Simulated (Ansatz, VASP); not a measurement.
## Two plane-wave programs on Cd2S

```
Cd S
1.0
     3.98891    0.00000    0.00000
    -1.99446    3.45450    0.00000
     0.00000    0.00000    5.84766
Cd S
2 1
Cartesian
  0.0000 2.3030 5.4542
  1.9945 1.1515 3.3842
  0.0000 2.3030 2.1385
```

Alike in both runs: task single point; functional PBEsol; k mesh 7 × 7 × 4; occupations fermi-dirac, width 0.05 eV; no spin polarisation.

```csv
,VASP,Ansatz
version,VASP 6.6.1,Ansatz 0.2.0
potentials or method,"VASP PAW PBE potentials, release 64 (Cd, S)",Ansatz PAW
plane-wave cutoff (eV),520,420
valence electrons in the cell,30,46
```

Ansatz gave:

- gap on the k mesh at the Fermi level (eV): 0.50
- least direct gap on the mesh (eV): 0.78
- pressure (GPa): -3.8
- traceless stress, the component that is largest in VASP (GPa): -0.79
- rms of the force components (eV/Å): 0.081

Question: Which values does VASP return?

Answer: gap on the k mesh at the Fermi level (eV): 0.50; least direct gap on the mesh (eV): 0.79; pressure (GPa): -3.6; traceless stress, the component that is largest in VASP (GPa): -0.71; rms of the force components (eV/Å): 0.072.

VASP's potentials were made for PBE, not for PBEsol. Atom by atom the forces differ by 0.011 eV/Å (rms over components). VASP's potentials hold 30 valence electrons a cell and Ansatz's 46, so a difference there can come from the potentials and not from the codes.

Noted on Ansatz's run: odd divisions of the mesh miss points on the zone boundary, where band edges often lie, so the gap on the mesh can be too wide.
